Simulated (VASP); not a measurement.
# Hf4HS8 (a cell with a defect) in VASP: notebook, part 3 of 3

VASP 6.6.1. The steps go on from the part before.

### Step 4. Single point, PBE+D3(BJ), collinear spin

File INCAR:

```
PREC = Accurate
ENCUT = 520
EDIFF = 1E-6
ISMEAR = 0
SIGMA = 0.02
LREAL = False
LASPH = True
NELM = 150
ALGO = Normal
ISIF = 2
LWAVE = False
LCHARG = False
ISPIN = 2
MAGMOM = 0.14 0.15 0.14 0.08 0.02 0.02 0.02 0.02 0 0.01 0.01 0.01 0.01
LORBIT = 11
LMAXMIX = 4
GGA = PE
IVDW = 12
NBANDS = 60
```

File KPOINTS:

```
regular mesh
0
Gamma
  3 3 3
```

File POSCAR:

```
Hf4HS8
1.0
    3.6058628401      0.0000000000      5.7703877075
    3.6058628401      0.0000000000     -5.7703877075
   -3.6058628401      6.2455376441      0.0000000000
Hf S H
4 8 1
Direct
   -0.0082275512      0.9966286724      0.5056528645
   -0.0092718958      0.9985924445     -0.0115283910
    0.5104960376      0.5147125654      0.5057537365
    0.4999344135      0.4991843772     -0.0018261038
    0.7088449135      0.9610822109      0.1670951421
    0.6989608947      0.9674780340      0.6656762375
    0.2072020442      0.4592038288      0.1672576581
    0.2073604232      0.4560490856      0.6621396324
    0.2882915442      0.0435972409      0.3311610814
    0.2914116984      0.0385959304      0.8332430763
    0.7944126958      0.5407961150      0.3339336209
    0.7958123797      0.5427508743      0.8334236853
    0.3968611169      0.9158583060      0.3155414493
```

Potentials or basis: VASP PAW PBE potentials, release 64 (Hf_pv, S, H).

Run with:

```sh
cat potpaw_PBE.64/Hf_pv/POTCAR potpaw_PBE.64/S/POTCAR potpaw_PBE.64/H/POTCAR > POTCAR
mpirun -np 1 vasp_std > vasp.out
```

OUTCAR:

```text
PREC = Accurate
   ENCUT = 520
   EDIFF = 1E-6
   ISMEAR = 0
   LREAL = False
   LASPH = True
   NELM = 150
   ISIF = 2
   ISPIN = 2
   LORBIT = 11
   GGA = PE
   IVDW = 12
 IVDW          = 12

 ion  position               nearest neighbor table
   1  0.992  0.997  0.506-   6 2.52  11 2.53  10 2.53   8 2.54   5 2.55   9 2.60   3 3.47   2 3.48
                             4 3.60   4 3.61   2 3.73   3 3.74
   2  0.991  0.999  0.988-   6 2.52  12 2.53  10 2.53   5 2.54   7 2.54   9 2.59   3 3.48   1 3.48
                             4 3.61   4 3.61   1 3.73   3 3.73
   3  0.510  0.515  0.506-   6 2.52  11 2.53  12 2.53   8 2.54   7 2.55   9 2.60   1 3.47   2 3.48
                             4 3.60   4 3.61   2 3.73   1 3.74
   4  0.500  0.499  0.998-   8 2.54  10 2.55  12 2.55   7 2.55   5 2.55  11 2.55   1 3.60   3 3.60
                             2 3.61   2 3.61   3 3.61   1 3.61
   5  0.709  0.961  0.167-   2 2.54   1 2.55   4 2.55
   6  0.699  0.967  0.666-   2 2.52   1 2.52   3 2.52
   7  0.207  0.459  0.167-   2 2.54   4 2.55   3 2.55
   8  0.207  0.456  0.662-   1 2.54   3 2.54   4 2.54
   9  0.288  0.044  0.331-  13 1.37   2 2.59   1 2.60   3 2.60
  10  0.291  0.039  0.833-   1 2.53   2 2.53   4 2.55
  11  0.794  0.541  0.334-   3 2.53   1 2.53   4 2.55
  12  0.796  0.543  0.833-   3 2.53   2 2.53   4 2.55
  13  0.397  0.916  0.316-   9 1.37

  LATTYP: Found a face centered orthorhombic cell.
 ALAT       =     7.2117256802
 B/A-ratio  =     1.6002793127
 C/A-ratio  =     1.7320508075

  Lattice vectors:

 A1 = (   0.0000000000,   6.2455376441,  -5.7703877075)
 A2 = (   3.6058628401,   6.2455376441,   0.0000000000)
 A3 = (   3.6058628401,   0.0000000000,  -5.7703877075)

Analysis of symmetry for initial positions (statically):
=====================================================================
 Subroutine PRICEL returns:
 Original cell was already a primitive cell.

 Routine SETGRP: Setting up the symmetry group for a
 face centered orthorhombic supercell.

 Subroutine GETGRP returns: Found  1 space group operations
 (whereof  1 operations were pure point group operations)
 out of a pool of  8 trial point group operations.

The static configuration has the point symmetry C_1 .

Analysis of symmetry for dynamics (positions and initial velocities):
=====================================================================
 Subroutine PRICEL returns:
 Original cell was already a primitive cell.

 Routine SETGRP: Setting up the symmetry group for a
 face centered orthorhombic supercell.

 Subroutine GETGRP returns: Found  1 space group operations
 (whereof  1 operations were pure point group operations)
 out of a pool of  8 trial point group operations.

The dynamic configuration has the point symmetry C_1 .

Analysis of structural, dynamic, and magnetic symmetry:
=====================================================================
 Subroutine PRICEL returns:
 Original cell was already a primitive cell.

 Routine SETGRP: Setting up the symmetry group for a
 face centered orthorhombic supercell.

 Subroutine GETGRP returns: Found  1 space group operations
 (whereof  1 operations were pure point group operations)
 out of a pool of  8 trial point group operations.

The overall configuration has the point symmetry C_1 .

[... 135 lines left out ...]
   LHFCALC =     F    Hartree Fock is set to
   AEXX    =    0.0000 exact exchange contribution
   IVDW    =    12    specifies the selected vdW correction
   LEPSILON=     F    determine dielectric tensor
   LRPA    =     F    only Hartree local field effects (RPA)
 spin polarized calculation
 Gauss-broadening in eV      SIGMA  =   0.02
  energy-cutoff  :      520.00
  volume of cell :      259.90
 maximum number of plane-waves:      7055
 NGX is ok and might be reduce to    50
   NGX = 25   NGY = 25   NGZ = 27

 number of electron      89.0000003 magnetization       0.4013599

 Free energy of the ion-electron system (eV)
  ---------------------------------------------------
  ext. energy  EPLUGINS =         0.00000000
  ---------------------------------------------------
  free energy    TOTEN  =       -93.87006240 eV

  energy without entropy =      -93.86640006  energy(sigma->0) =      -93.86823123

 E-fermi :   4.8581     XC(G=0):  -9.9042

 val. band max:        4.8560507891   @ k =  -0.3333   0.3333   0.3333
 cond. band min:       4.8589428518   @ k =   0.0000   0.3333  -0.3333
 fundamental gap:      0.0028920627
 Fermi energy:         4.8580636953

 spin component 1

 k-point     1 :       0.0000    0.0000    0.0000
  band No.  band energies     occupation
      1     -27.0073      1.00000
      2     -26.9502      1.00000
      3     -26.9460      1.00000
      4     -26.8367      1.00000
      5     -26.8364      1.00000
      6     -26.8315      1.00000
[... 815 lines left out ...]
     55       7.7873      0.00000
     56       7.8487      0.00000
 Fermi energy:         4.8580636953

 spin component 2

 k-point     1 :       0.0000    0.0000    0.0000
  band No.  band energies     occupation
      1     -26.9728      1.00000
      2     -26.9231      1.00000
      3     -26.9176      1.00000
      4     -26.7993      1.00000
      5     -26.7976      1.00000
      6     -26.7893      1.00000
[... 815 lines left out ...]
     55       7.8254      0.00000
     56       7.8908      0.00000
 [bands above 56 left out]

------------------------ aborting loop because EDIFF is reached ----------------------------------------

 Edisp (eV)   -4.22091

 E8    (eV) :    -1.8047

  FORCE on cell =-STRESS in cart. coord.  units (eV):
  Direction    XX          YY          ZZ          XY          YZ          ZX
  --------------------------------------------------------------------------------------
  -------------------------------------------------------------------------------------
  Total      -1.07223    -1.32387     0.22828    -0.01676     0.18892     0.01200
  in kB      -6.60975    -8.16095     1.40722    -0.10332     1.16461     0.07396
  external pressure =       -4.45 kB  Pullay stress =        0.00 kB

 VOLUME and BASIS-vectors are now :
 -----------------------------------------------------------------------------
  energy-cutoff  :      520.00
  volume of cell :      259.90
      direct lattice vectors                 reciprocal lattice vectors
     3.605862840  0.000000000  5.770387708     0.138663067  0.080057159  0.086649290
     3.605862840  0.000000000 -5.770387708     0.138663067  0.080057159 -0.086649290
    -3.605862840  6.245537644  0.000000000     0.000000000  0.160114318  0.000000000

 POSITION                                       TOTAL-FORCE (eV/Angst)
 -----------------------------------------------------------------------------------
      5.34659      3.15807     -0.02802        -0.002516      0.006018     -0.004929
      3.60892      6.17354     -0.04538        -0.001427     -0.017620     -0.005582
      1.87308      3.15870     -0.02433         0.000770      0.007788     -0.003688
      0.00341      6.23413      0.00433         0.000407      0.001394     -0.006887
      5.41901      1.04360     -1.45551         0.000150      0.003150      0.073687
      3.60861      4.15751     -1.54945         0.000099     -0.001759      0.075376
      1.79986      1.04461     -1.45415         0.002514      0.004643      0.071105
      0.00458      4.13542     -1.43503        -0.000685      0.013747      0.057529
      0.00262      2.06828      1.41198        -0.000843     -0.008654     -0.012183
     -1.81460      5.20405      1.45884        -0.008092     -0.002217     -0.067270
      3.61046      2.08559      1.46347        -0.000724     -0.005639     -0.066114
      1.82146      5.20518      1.46026         0.009670     -0.002727     -0.067843
      3.59569      1.97073     -2.99482         0.000678      0.001876     -0.043201
 -----------------------------------------------------------------------------------
    total drift:                               -0.000031      0.000322      0.000075

  FREE ENERGIE OF THE ION-ELECTRON SYSTEM (eV)
  ---------------------------------------------------
  free  energy   TOTEN  =       -98.0909701976 eV

  energy  without entropy=      -98.0873078503  energy(sigma->0) =      -98.08913902

 total charge

# of ion       s       p       d       tot
------------------------------------------
    1        0.309   6.515   1.497   8.321
    2        0.308   6.514   1.501   8.323
    3        0.309   6.515   1.498   8.321
    4        0.309   6.515   1.461   8.286
    5        1.340   2.430   0.000   3.771
    6        1.344   2.432   0.000   3.776
    7        1.340   2.430   0.000   3.771
    8        1.343   2.424   0.000   3.767
    9        1.308   2.509   0.000   3.817
   10        1.343   2.424   0.000   3.767
   11        1.343   2.424   0.000   3.767
   12        1.343   2.424   0.000   3.767
   13        0.521   0.039   0.000   0.560
--------------------------------------------------
tot         12.463  45.595   5.957  64.015

 magnetization (x)

# of ion       s       p       d       tot
------------------------------------------
    1        0.003   0.002   0.055   0.061
    2        0.004   0.002   0.059   0.066
    3        0.003   0.002   0.055   0.060
    4        0.002   0.001   0.033   0.036
    5        0.000   0.002   0.000   0.003
    6        0.000   0.002   0.000   0.002
    7        0.000   0.002   0.000   0.003
    8        0.001   0.004   0.000   0.005
    9       -0.000  -0.004   0.000  -0.004
   10        0.000   0.000   0.000   0.001
   11        0.000   0.001   0.000   0.001
   12        0.000   0.000   0.000   0.001
   13        0.003  -0.000   0.000   0.003
--------------------------------------------------
tot          0.018   0.016   0.202   0.236
```

Run time: 11 min. Hardware: 1 thread of Oxide Virtual Turin-like, shared host; peak memory 0.66 GiB.

Results:

```
Free energy                                           : -98.0910 eV
Pressure                                              : -0.4 GPa
Largest force                                         : 0.075 eV/Å
Net moment                                            : 0.40 μB per cell
Site moments                                          : Hf +0.06, +0.07, +0.04 (each value once); S +0.00, +0.01, -0.00 (each value once); H +0.00 μB
Valence electrons inside the program's atomic spheres : Hf 8.32, 8.29 (each value once); S 3.77, 3.78, 3.82 (each value once); H 0.56
Dispersion energy per atom                            : -0.325 eV
```

Forces on the atoms (eV/Å):
```
Hf  -0.003  0.006 -0.005
Hf  -0.001 -0.018 -0.006
Hf   0.001  0.008 -0.004
Hf   0.000  0.001 -0.007
S    0.000  0.003  0.074
S    0.000 -0.002  0.075
S    0.003  0.005  0.071
S   -0.001  0.014  0.058
S   -0.001 -0.009 -0.012
S   -0.008 -0.002 -0.067
S   -0.001 -0.006 -0.066
S    0.010 -0.003 -0.068
H    0.001  0.002 -0.043
```

Stress tensor (GPa, compression positive):
```
-0.66 -0.01  0.01
-0.01 -0.82  0.12
 0.01  0.12  0.14
```

Caveat: the k points lie up to 0.38 Å⁻¹ apart; spin-orbit coupling is left out, which moves the levels of the heavy elements.

### Step 5. Single point, PBE+D3(BJ), collinear spin

File INCAR:

```
ALGO     = Normal         # electronic algorithm
EDIFF    = 1E-6           # SCF threshold, eV
ENCUT    = 520            # plane-wave cutoff, eV
GGA      = PE             # functional
ISIF     = 2              # what is computed and relaxed
ISMEAR   = 0              # smearing method
ISPIN    = 2              # spin polarisation
IVDW     = 12             # dispersion correction
LASPH    = T              # aspherical terms in the spheres
LCHARG   = F              # write CHGCAR
LMAXMIX  = 4              # l up to which the mixer works
LORBIT   = 11             # projections on sites
LREAL    = F              # projectors in reciprocal space
LWAVE    = F              # write WAVECAR
MAGMOM   = 0.14 0.15 0.14 0.08 0.02 0.02 0.02 0.02 0 0.01 0.01 0.01 0.01 # initial moments
NBANDS   = 60             # bands
NELM     = 150            # most SCF steps
PREC     = Accurate       # precision mode
SIGMA    = 0.02           # smearing width, eV
```

File KPOINTS:

```
k-points
0
Gamma
  3 3 3
```

File POSCAR:

```
Hf4HS8
1.0
    3.6058628401      0.0000000000      5.7703877075
    3.6058628401      0.0000000000     -5.7703877075
   -3.6058628401      6.2455376441      0.0000000000
Hf S H
4 8 1
Direct
    0.0092718233      1.0014075844      0.5115284195
    0.0082274786      1.0033713565     -0.0056528360
    0.5000657034      0.5008157396      0.5018261323
    0.4895039406      0.4852874128     -0.0057537080
    0.7117084339      0.9564027373      0.1688389471
    0.7085884247      0.9614041927      0.6667570091
    0.2055872824      0.4592038631      0.1660664076
    0.2041876048      0.4572491102      0.6665764002
    0.2911550646      0.0389177673      0.3329048864
    0.3010392285      0.0325220891      0.8343238480
    0.7927980726      0.5407962880      0.3327423704
    0.7926395613      0.5439508989      0.8378604530
    0.6031389447      1.0841416330      0.1844585792
```

Run with:

```sh
cat potpaw_PBE.64/Hf_pv/POTCAR potpaw_PBE.64/S/POTCAR potpaw_PBE.64/H/POTCAR > POTCAR
mpirun -np 1 vasp_std > vasp.out
```

It took 24 min on 1 thread of Oxide Virtual Turin-like, shared host; peak memory 0.66 GiB.

It converged, with:

```yaml
Free_energy: -98.0911 eV
Pressure: -0.5 GPa
Largest_force: 0.078 eV/Å
Net_moment: 0.26 μB per cell
Site_moments: Hf +0.04, +0.02 (each value once); S -0.00, +0.00 (each value once); H +0.00 μB
Valence_electrons_inside_the_program's_atomic_spheres: Hf 8.32, 8.29 (each value once); S 3.82, 3.77, 3.78 (each value once); H 0.56
Dispersion_energy_per_atom: -0.325 eV
```

Forces on the atoms (eV/Å):
```
Hf   0.001  0.019  0.008
Hf   0.001 -0.004  0.001
Hf   0.000 -0.001  0.008
Hf   0.001 -0.005  0.001
S    0.002  0.009  0.025
S    0.011  0.005  0.068
S    0.001  0.007  0.064
S   -0.012  0.005  0.068
S    0.001 -0.007 -0.076
S   -0.001 -0.001 -0.078
S   -0.003 -0.007 -0.074
S    0.001 -0.020 -0.051
H   -0.001  0.000  0.036
```

Stress tensor (GPa, compression positive):
```
-0.73  0.00  0.01
 0.00 -0.85  0.10
 0.01  0.10  0.19
```

Levels at points of the mesh, in eV from the Fermi level:
Spin up:
```
           k point  band 40  band 41  band 42  band 43  band 44  band 45  band 46  band 47  band 48  band 49
(0.00, 0.00, 0.00)    -2.19    -2.01    -1.30    -1.28    -1.24    -0.50    -0.14    -0.02     0.93     0.93
```
Spin down:
| k point | band 42 | band 43 | band 44 | band 45 | band 46 | band 47 |
| --- | --- | --- | --- | --- | --- | --- |
| (0.00, 0.00, 0.00) | -1.29 | -1.28 | -1.23 | -0.46 | -0.09 | 0.03 |

Caveat: the k points lie up to 0.38 Å⁻¹ apart; spin-orbit coupling is left out, which moves the levels of the heavy elements.
